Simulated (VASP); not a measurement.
# SiMo12 in VASP: single point with PBE

Aim: the single point of SiMo12 with PBE.

Everything below comes from runs of VASP 6.6.1. Logs are shortened: lines on timing, memory, paths and dates and some standing lists are left out, and cuts for length are marked.

### 1 The cell of the first run

The cell holds a slab with vacuum, 13 atoms: a = 5.474 Å, b = 5.474 Å, c = 19.808 Å, α = 90.00°, β = 90.00°, γ = 109.47°.

### 2 Single point, PBE

Input file INCAR:

```
SYSTEM = SiMo12
  PREC = Accurate
  ENCUT = 520
  EDIFF = 1E-6
  ISMEAR = 0
  SIGMA = 0.1
  LREAL = .False.
  LASPH = .True.
  NELM = 80
  ALGO = Normal
  ISIF = 2
  LWAVE = .False.
  LCHARG = .True.
  LDIPOL = .True.
  IDIPOL = 3
  DIPOL = 0.5 0.5 0.328
  GGA = PE
  LELF = .True.
  LVHAR = .True.
  LVACPOTAV = .True.
  NBANDS = 98
```

Input file KPOINTS:

```
regular mesh
0
Gamma
  5 5 1
  0 0 0
```

Input file POSCAR:

```
SiMo12
1.0
    5.4740406976      0.0000000000      0.0000000000
   -1.8246802325      5.1609750637      0.0000000000
    0.0000000000      0.0000000000     19.8082144280
Mo Si
12 1
Direct
    0.2500000000      0.2500000000      0.2019364246
    0.2500000000      0.7500000000      0.2019364246
    0.7500000000      0.2500000000      0.2019364246
    0.7500000000      0.7500000000      0.2019364246
    0.0000000000      0.0000000000      0.3106872620
    0.0000000000      0.5000000000      0.3106872620
    0.5000000000      0.0000000000      0.3106872620
    0.5000000000      0.5000000000      0.3106872620
    0.2500000000      0.2500000000      0.4194327792
    0.2500000000      0.7500000000      0.4194327792
    0.7500000000      0.2500000000      0.4194327792
    0.7500000000      0.7500000000      0.4194327792
    0.3333333333      0.3333333333      0.5329158584
```

Potentials or basis: VASP PAW PBE potentials, release 64 (Mo_sv, Si).

Launch:

```sh
$ cat potpaw_PBE.64/Mo_sv/POTCAR potpaw_PBE.64/Si/POTCAR > POTCAR
$ mpirun -np 1 vasp_std > vasp.out
```

OUTCAR:

```text
SYSTEM = SiMo12
   PREC = Accurate
   ENCUT = 520
   EDIFF = 1E-6
   ISMEAR = 0
   LREAL = .False.
   LASPH = .True.
   NELM = 80
   ISIF = 2
   GGA = PE

 ion  position               nearest neighbor table
   1  0.250  0.250  0.202-   5 2.67   8 2.67   3 2.74   3 2.74   2 2.74   2 2.74   7 3.10   6 3.10
                             4 3.16   4 3.16
   2  0.250  0.750  0.202-   6 2.67   7 2.67   4 2.74   4 2.74   1 2.74   1 2.74   5 3.10   8 3.10
                             3 3.16   3 3.16
   3  0.750  0.250  0.202-   6 2.67   7 2.67   1 2.74   1 2.74   4 2.74   4 2.74   5 3.10   8 3.10
                             2 3.16   2 3.16
   4  0.750  0.750  0.202-   5 2.67   8 2.67   2 2.74   2 2.74   3 2.74   3 2.74   7 3.10   6 3.10
                             1 3.16   1 3.16
   5  0.000  0.000  0.311-   9 2.67  12 2.67   1 2.67   4 2.67   7 2.74   7 2.74   6 2.74   6 2.74
                            11 3.10  10 3.10   3 3.10   2 3.10   8 3.16   8 3.16
   6  0.000  0.500  0.311-  10 2.67  11 2.67   2 2.67   3 2.67   8 2.74   8 2.74   5 2.74   5 2.74
                             9 3.10  12 3.10   1 3.10   4 3.10   7 3.16   7 3.16
   7  0.500  0.000  0.311-  10 2.67  11 2.67   2 2.67   3 2.67   5 2.74   5 2.74   8 2.74   8 2.74
                             9 3.10  12 3.10   1 3.10   4 3.10   6 3.16   6 3.16
   8  0.500  0.500  0.311-   9 2.67  12 2.67   1 2.67   4 2.67   6 2.74   6 2.74   7 2.74   7 2.74
                            11 3.10  10 3.10   3 3.10   2 3.10   5 3.16   5 3.16
   9  0.250  0.250  0.419-  13 2.31   8 2.67   5 2.67  11 2.74  11 2.74  10 2.74  10 2.74   6 3.10
                             7 3.10  12 3.16  12 3.16
  10  0.250  0.750  0.419-   6 2.67   7 2.67  12 2.74  12 2.74   9 2.74   9 2.74   5 3.10   8 3.10
                            11 3.16  11 3.16
  11  0.750  0.250  0.419-   6 2.67   7 2.67   9 2.74   9 2.74  12 2.74  12 2.74   5 3.10   8 3.10
                            10 3.16  10 3.16
  12  0.750  0.750  0.419-   5 2.67   8 2.67  10 2.74  10 2.74  11 2.74  11 2.74   7 3.10   6 3.10
                             9 3.16   9 3.16
  13  0.333  0.333  0.533-   9 2.31

  LATTYP: Found a base centered orthorhombic cell.
 ALAT       =     6.3208777407
 B/A-ratio  =     1.4142135624
 C/A-ratio  =     3.1337759154

  Lattice vectors:

 A1 = (   5.4740406976,   0.0000000000,   0.0000000000)
 A2 = (  -1.8246802325,   5.1609750637,   0.0000000000)
 A3 = (   0.0000000000,   0.0000000000,  19.8082144280)

Analysis of symmetry for initial positions (statically):
=====================================================================
 Subroutine PRICEL returns:
 Original cell was already a primitive cell.

 Routine SETGRP: Setting up the symmetry group for a
 base centered orthorhombic supercell.

 Subroutine GETGRP returns: Found  2 space group operations
 (whereof  2 operations were pure point group operations)
 out of a pool of  8 trial point group operations.

The static configuration has the point symmetry C_1h.

Analysis of symmetry for dynamics (positions and initial velocities):
=====================================================================
 Subroutine PRICEL returns:
 Original cell was already a primitive cell.

 Routine SETGRP: Setting up the symmetry group for a
 base centered orthorhombic supercell.

 Subroutine GETGRP returns: Found  2 space group operations
 (whereof  2 operations were pure point group operations)
 out of a pool of  8 trial point group operations.

The dynamic configuration has the point symmetry C_1h.

 Subroutine INISYM returns: Found  2 space group operations
 (whereof  2 operations are pure point group operations),
 and found     1 'primitive' translations

----------------------------------------------------------------------------------------

                                     Primitive cell

  volume of cell :     559.6095

  direct lattice vectors                    reciprocal lattice vectors
     5.474040698  0.000000000  0.000000000     0.182680410  0.064587278  0.000000000
    -1.824680232  5.160975064  0.000000000     0.000000000  0.193761835  0.000000000
     0.000000000  0.000000000 19.808214428     0.000000000  0.000000000  0.050484106

  length of vectors
     5.474040698  5.474040698 19.808214428     0.193761835  0.193761835  0.050484106

  position of ions in fractional coordinates (direct lattice)
     0.250000000  0.250000000  0.201936425
     0.250000000  0.750000000  0.201936425
     0.750000000  0.250000000  0.201936425
     0.750000000  0.750000000  0.201936425
     0.000000000  0.000000000  0.310687262
     0.000000000  0.500000000  0.310687262
     0.500000000  0.000000000  0.310687262
     0.500000000  0.500000000  0.310687262
     0.250000000  0.250000000  0.419432779
     0.250000000  0.750000000  0.419432779
     0.750000000  0.250000000  0.419432779
     0.750000000  0.750000000  0.419432779
     0.333333333  0.333333333  0.532915858

  ion indices of the primitive-cell ions
   primitive index   ion index
                 1           1
                 2           2
                 3           3
                 4           4
                 5           5
                 6           6
                 7           7
                 8           8
                 9           9
                10          10
                11          11
                12          12
                13          13

----------------------------------------------------------------------------------------

 KPOINTS: regular mesh

Automatic generation of k-mesh.
 Grid dimensions read from file:
 generate k-points for:    5    5    1

 Generating k-lattice:

  Cartesian coordinates                     Fractional coordinates (reciprocal lattice)
     0.036536082  0.012917456  0.000000000     0.200000000  0.000000000  0.000000000
     0.000000000  0.038752367  0.000000000     0.000000000  0.200000000  0.000000000
     0.000000000  0.000000000  0.050484106     0.000000000  0.000000000  1.000000000

  Length of vectors
     0.038752367  0.038752367  0.050484106

  Shift w.r.t. Gamma in fractional coordinates (k-lattice)
     0.000000000  0.000000000  0.000000000

 Subroutine IBZKPT returns following result:
 ===========================================

 Found      9 irreducible k-points:

 Following reciprocal coordinates:
            Coordinates               Weight
  0.000000  0.000000  0.000000      1.000000
  0.200000 -0.000000  0.000000      4.000000
  0.400000  0.000000  0.000000      4.000000
  0.200000  0.200000  0.000000      2.000000
  0.400000  0.200000  0.000000      4.000000
 -0.400000  0.200000  0.000000      4.000000
 -0.200000  0.200000  0.000000      2.000000
  0.400000  0.400000  0.000000      2.000000
 -0.400000  0.400000  0.000000      2.000000
   k-points           NKPTS =      9   k-points in BZ     NKDIM =      9   number of bands    NBANDS=     98
   number of dos      NEDOS =    301   number of ions     NIONS =     13
   total plane-waves  NPLWV = 264600
   dimension x,y,z NGX =    42 NGY =   42 NGZ =  150
   dimension x,y,z NGXF=    84 NGYF=   84 NGZF=  300
   ions per type =              12   1
   NGX,Y,Z   is equivalent  to a cutoff of  12.76, 12.76, 12.59 a.u.
   NGXF,Y,Z  is equivalent  to a cutoff of  25.51, 25.51, 25.18 a.u.
 SYSTEM =  SiMo12
   PREC   = accura    normal or accurate (medium, high low for compatibility)
   ISTART =      0    job   : 0-new  1-cont  2-samecut
   ICHARG =      2    charge: 1-file 2-atom 10-const
   ISPIN  =      1    spin polarized calculation?
   LNONCOLLINEAR =      F non collinear calculations
   LSORBIT =      F    spin-orbit coupling
   LASPH  =      T    aspherical Exc in radial PAW
   ENCUT  =  520.0 eV  38.22 Ry    6.18 a.u.  10.18 10.18 36.83*2*pi/ulx,y,z
   NELM   =     80;   NELMIN=  2; NELMDL= -5     # of ELM steps
   EDIFF  = 0.1E-05   stopping-criterion for ELM
   LREAL  =      F    real-space projection
   EDIFFG = 0.1E-04   stopping-criterion for IOM
   NSW    =      0    number of steps for IOM
   IBRION =     -1    ionic relax: 0-MD 1-quasi-New 2-CG
   NFREE  =      0    steps in history (QN), initial steepest desc. (CG)
   ISIF   =      2    stress and relaxation
   ISYM   =      2    0-nonsym 1-usesym 2-fastsym
   POTIM  = 0.5000    time-step for ionic-motion
   TEBEG  =    0.0;   TEEND  =   0.0 temperature during run
   PSTRESS=    0.0 pullay stress
   NELECT =     172.0000    total number of electrons
   NUPDOWN=      -1.0000    fix difference up-down
   EMIN   =  10.00;   EMAX   =-10.00  energy-range for DOS
   EFERMI =   0.00;   METHOD = LEGACY
   ISMEAR =     0;   SIGMA  =   0.10  broadening in eV -4-tet -1-fermi 0-gaus
   EFERMI_NEDOS =   21; number of points for ismear=-14 and -15
   IALGO  =     38    algorithm
   IMIX   =      4    mixing-type and parameters
     AMIX     =   0.40;   BMIX     =  1.00
     AMIX_MAG =   1.60;   BMIX_MAG =  1.00
  volume/ion in A,a.u.               =      43.05       290.49
  Fermi-wavevector in a.u.,A,eV,Ry     =   1.104814  2.087796 16.607470  1.220615
  Thomas-Fermi vector in A             =   2.241292
   LORBIT       =      0    0 simple, 1 ext, 2 COOP (PROOUT), +10 PAW based schemes
   GGA     = PE    functional components
   LHFCALC =     F    Hartree Fock is set to
   AEXX    =    0.0000 exact exchange contribution
   IVDW    =     0    specifies the selected vdW correction
   LEPSILON=     F    determine dielectric tensor
   LRPA    =     F    only Hartree local field effects (RPA)
 non-spin polarized calculation
 Gauss-broadening in eV      SIGMA  =   0.10
  energy-cutoff  :      520.00
  volume of cell :      559.61
 maximum number of plane-waves:     15102
 NGX is ok and might be reduce to    42
   NGX = 21   NGY = 21   NGZ = 73

 dipolmoment           0.000000      0.000000     -0.004974 electrons x Angstroem

 number of electron     171.9999986 magnetization

 dipolmoment           0.000000      0.000000      0.044208 electrons x Angstroem

 Free energy of the ion-electron system (eV)
  ---------------------------------------------------
  ext. energy  EPLUGINS =         0.00000000
  ---------------------------------------------------
  free energy    TOTEN  =      -126.08093307 eV

  energy without entropy =     -126.01587355  energy(sigma->0) =     -126.04840331

 E-fermi :   1.4962     XC(G=0):  -5.9422

 val. band max:        1.4888700389   @ k =  -0.2000   0.2000   0.0000
 cond. band min:       1.5243063818   @ k =  -0.2000   0.2000   0.0000
 fundamental gap:      0.0354363429
 Fermi energy:         1.4961618052

 k-point     1 :       0.0000    0.0000    0.0000
  band No.  band energies     occupation
      1     -59.7133      2.00000
      2     -59.5348      2.00000
      3     -59.5305      2.00000
      4     -59.4744      2.00000
      5     -59.4565      2.00000
      6     -59.4027      2.00000
[... 90 lines left out ...]
     97       3.2074      0.00000
     98       3.2659      0.00000

 k-point     2 :       0.2000   -0.0000    0.0000
  band No.  band energies     occupation
      1     -59.6973      2.00000
      2     -59.5516      2.00000
      3     -59.5273      2.00000
      4     -59.4791      2.00000
      5     -59.4470      2.00000
      6     -59.3955      2.00000
[... 696 lines left out ...]
     97       2.5620      0.00000
     98       2.7341      0.00000

 k-point     9 :      -0.4000    0.4000    0.0000
  band No.  band energies     occupation
      1     -59.6312      2.00000
      2     -59.5582      2.00000
      3     -59.5341      2.00000
      4     -59.5321      2.00000
      5     -59.3965      2.00000
      6     -59.3708      2.00000
[... 90 lines left out ...]
     97       2.3728      0.00000
     98       2.4146      0.00000

------------------------ aborting loop because EDIFF is reached ----------------------------------------

  FORCE on cell =-STRESS in cart. coord.  units (eV):
  Direction    XX          YY          ZZ          XY          YZ          ZX
  --------------------------------------------------------------------------------------
  -------------------------------------------------------------------------------------
  Total       -9.9119375     -9.8871876      2.2922508      0.0350017      1.1632416      0.8225356
  in kB      -28.3781465    -28.3072868      6.5627764      0.1002108      3.3303923      2.3549417
  external PRESSURE =     -16.7075523 kB  Pullay stress =       0.0000000 kB

 VOLUME and BASIS-vectors are now :
 -----------------------------------------------------------------------------
  energy-cutoff  :      520.00
  volume of cell :      559.61
      direct lattice vectors                 reciprocal lattice vectors
     5.474040698  0.000000000  0.000000000     0.182680410  0.064587278  0.000000000
    -1.824680232  5.160975064  0.000000000     0.000000000  0.193761835  0.000000000
     0.000000000  0.000000000 19.808214428     0.000000000  0.000000000  0.050484106

 POSITION                                       TOTAL-FORCE (eV/Angst)
 -----------------------------------------------------------------------------------
      0.91234      1.29024      4.00000         0.016244      0.022972      0.034524
      0.00000      3.87073      4.00000        -0.017065      0.015717     -0.094888
      3.64936      1.29024      4.00000         0.020507     -0.010850     -0.094888
      2.73702      3.87073      4.00000         0.019217      0.027177      0.208823
      0.00000      0.00000      6.15416        -0.090615     -0.128149     -0.501544
     -0.91234      2.58049      6.15416        -0.162752      0.015722     -0.067614
      2.73702      0.00000      6.15416         0.069074     -0.148204     -0.067614
      1.82468      2.58049      6.15416         0.200075      0.282949     -0.555016
      0.91234      1.29024      8.30821        -0.435204     -0.615472     -0.509967
      0.00000      3.87073      8.30821         0.085331     -0.202386      0.736388
      3.64936      1.29024      8.30821        -0.219255      0.012988      0.736388
      2.73702      3.87073      8.30821         0.058698      0.083012      0.160176
      1.21645      1.72033     10.55611         0.455748      0.644524      0.015233
 -----------------------------------------------------------------------------------
    total drift:                                0.000094      0.000133      0.001211

  FREE ENERGIE OF THE ION-ELECTRON SYSTEM (eV)
  ---------------------------------------------------
  free  energy   TOTEN  =      -126.0809330744 eV

  energy  without entropy=     -126.0158735482  energy(sigma->0) =     -126.04840331

 vacuum level on the upper side and lower side of the slab         6.422         6.139
```

It took 55 min on 1 thread of Intel Xeon 8259CL, shared host; peak memory 0.75 GiB.

Results:

* Free energy: -126.0809 eV
* Largest force: 0.910 eV/Å
* Band gap on the k mesh: zero (bands 86 and 87 overlap by 1.69 eV)

Forces on the atoms (eV/Å):
```
Mo   0.016  0.023  0.035
Mo  -0.017  0.016 -0.095
Mo   0.021 -0.011 -0.095
Mo   0.019  0.027  0.209
Mo  -0.091 -0.128 -0.502
Mo  -0.163  0.016 -0.068
Mo   0.069 -0.148 -0.068
Mo   0.200  0.283 -0.555
Mo  -0.435 -0.615 -0.510
Mo   0.085 -0.202  0.736
Mo  -0.219  0.013  0.736
Mo   0.059  0.083  0.160
Si   0.456  0.645  0.015
```
